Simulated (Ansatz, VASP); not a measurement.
## Li in VASP and in Ansatz

INCAR

```
SYSTEM = Li
ALGO = Normal ; EDIFF = 1E-7
ENCUT = 520 ; GGA = PE
ISIF = 2 ; ISMEAR = 0
LASPH = .TRUE. ; LCHARG = .FALSE.
LREAL = .FALSE. ; LWAVE = .FALSE.
NBANDS = 26 ; NELM = 100
PREC = Accurate ; SIGMA = 0.1
```

Contents of KPOINTS:

```
k-points
0
G
  2 6 2
  0 0 0
```

The input POSCAR:

```
Li
1.0
    7.9219299405      0.0000000000      0.0000000000
    0.0000000000      3.2333520451      0.0000000000
   -0.0504093737      0.0000000000      7.9446394207
Li
10
Direct
    0.7858263776      0.5373145925      0.8833342600
    0.6188087054      0.5384139429      0.2849112677
    0.2141736224      0.5373145925      0.1166657400
    0.3811912946      0.5384139429      0.7150887323
    0.0000000000      0.6230646786      0.5000000000
    0.5000000000      0.0223872252      0.0000000000
    0.9098054071      0.0544158786      0.1788936654
    0.6805559127      0.0513266843      0.5919069846
    0.3194440873      0.0513266843      0.4080930154
    0.0901945929      0.0544158786      0.8211063346
```

Input for Ansatz:

```yaml
crystal:
  lattice:
    - [7.9219299405, 0.0, 0.0]
    - [0.0, 3.2333520451, 0.0]
    - [-0.0504093737, 0.0, 7.9446394207]
  atoms:
    - { symbol: Li, position: [0.7858263776, 0.5373145925, 0.88333426] }
    - { symbol: Li, position: [0.6188087054, 0.5384139429, 0.2849112677] }
    - { symbol: Li, position: [0.2141736224, 0.5373145925, 0.11666574] }
    - { symbol: Li, position: [0.3811912946, 0.5384139429, 0.7150887323] }
    - { symbol: Li, position: [0.0, 0.6230646786, 0.5] }
    - { symbol: Li, position: [0.5, 0.0223872252, 0.0] }
    - { symbol: Li, position: [0.9098054071, 0.0544158786, 0.1788936654] }
    - { symbol: Li, position: [0.6805559127, 0.0513266843, 0.5919069846] }
    - { symbol: Li, position: [0.3194440873, 0.0513266843, 0.4080930154] }
    - { symbol: Li, position: [0.0901945929, 0.0544158786, 0.8211063346] }
basis:
  ecutwfc: 420
kpoints:
  mp_grid: { grid: [2, 6, 2] }
hamiltonian:
  xc: pbe
scf:
  occupations: { method: gaussian, width: 0.1 }
  lower_state_search: "off"
output:
  forces: true
  stress: true
  eigenvalues: true
```

Change from the starting cell: the structure that the rattled cell fell into.

Alike in both runs: task single point; functional PBE; k mesh 2 × 6 × 2; occupations gaussian, width 0.1 eV; no spin polarisation.

|  | VASP | Ansatz |
| --- | --- | --- |
| version | VASP 6.6.1 | Ansatz 0.2.0 |
| potentials or method | VASP PAW PBE potentials, release 64 (Li_sv), cutoff 520 eV | scalar-relativistic, plane waves, PAW |
| valence electrons in the cell | 30 | 30 |

|  | VASP | Ansatz | Ansatz less VASP |
| --- | --- | --- | --- |
| gap on the k mesh at the Fermi level (eV) | none | none | - |
| rms of the force components (eV/Å) | 0.031 | 0.031 | 0.0000 |

Atom by atom the forces differ by 0.000 eV/Å (rms over components). A gap of «none» marks a metal or a gap that the smearing closes. With one functional, cell and mesh, what is left measures potentials, basis and numerics.

The k mesh is coarse, so the values compare programs but aren't converged. Noted on VASP's run: the cutoff is under 1.25 times that of the potentials, so the pressure is a little rough.
